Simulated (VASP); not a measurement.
Wanted: the native input for a VASP 6.6.1 run.

```
Task                   : single point
Functional             : PBE
Potentials or basis    : VASP PAW PBE potentials, release 64 (Hf_pv, B)
Cutoff                 : 520 eV
k mesh                 : 12 × 12 × 12
Occupations            : fermi-dirac, width 0.03 eV
Spin                   : no spin polarisation
Dipole correction      : no
Further INCAR settings : ALGO = Normal; EDIFF = 1e-06; NBANDS = 14
```

The structure of HfB lies in POSCAR:

```
HfB
1.0
    0.0000000000      2.3331000000      2.3100000000
    2.3331000000      0.0000000000      2.3100000000
    2.3331000000      2.3331000000      0.0000000000
Hf B
1 1
Direct
    0.5000000000      0.5000000000      0.5000000000
    0.0000000000      0.0000000000      0.0000000000
```

This cell differs from its parent crystal: x and y stretched by +1 %, z held.

These files were run (other wordings do the same):

INCAR

```
  PREC = Accurate
  ENCUT = 520
  EDIFF = 1E-6
  ISMEAR = -1
  SIGMA = 0.03
  LREAL = False
  LASPH = True
  NELM = 100
  ALGO = Normal
  ISIF = 2
  LWAVE = False
  LCHARG = True
  GGA = PE
  LELF = True
  LVHAR = True
  NBANDS = 14
```

KPOINTS

```
Automatic mesh
0
Gamma
  12 12 12
```

Potentials or basis: VASP PAW PBE potentials, release 64 (Hf_pv, B).

Run with:

```console
$ cat potpaw_PBE.64/Hf_pv/POTCAR potpaw_PBE.64/B/POTCAR > POTCAR
$ mpirun -np 1 vasp_std > vasp.out
```

Results of the run:

```
Pressure : 25.3 GPa
```

Caveat: the cell differs from its parent crystal (x and y stretched by +1 %, z held).

Wall time 25 s on 1 thread of Intel(R) Xeon(R) Platinum 8488C (Sapphire Rapids), on a shared host, peak memory 0.19 GiB.
